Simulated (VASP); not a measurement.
Runs of VASP 6.6.1 on BeS. The structure is that of space group F-43m (No. 216), or close to it. The cells are those of the table. 

```csv
cell,gap on the mesh (eV),pressure (GPa)
"a = 3.374 Å, angles 60.0°, 2 atoms",3.93,5.4
"a = 3.408 Å, angles 60.0°, 2 atoms",4.01,(b)
"a = 3.511 Å, angles 60.0°, 2 atoms",4.20,(a)
"a = 3.477 Å, angles 60.0°, 2 atoms",4.14,(c)
```

Alike in all rows: task single point; level HSE06; potentials or basis VASP PAW PBE potentials, release 64 (Be, S); no spin polarisation; k mesh 6 × 6 × 6; cutoff (eV) 520; smearing gaussian 0.01 eV.

Fill in the values left out.

(a) -6.1; (b) 2.0; (c) -3.7.

Caveats: the PAW data sets were made with another functional, which shifts forces and pressure a little; the cell stands under tension (at least some runs); the cell stands under pressure (at least some runs).

A k mesh can miss the band edges.
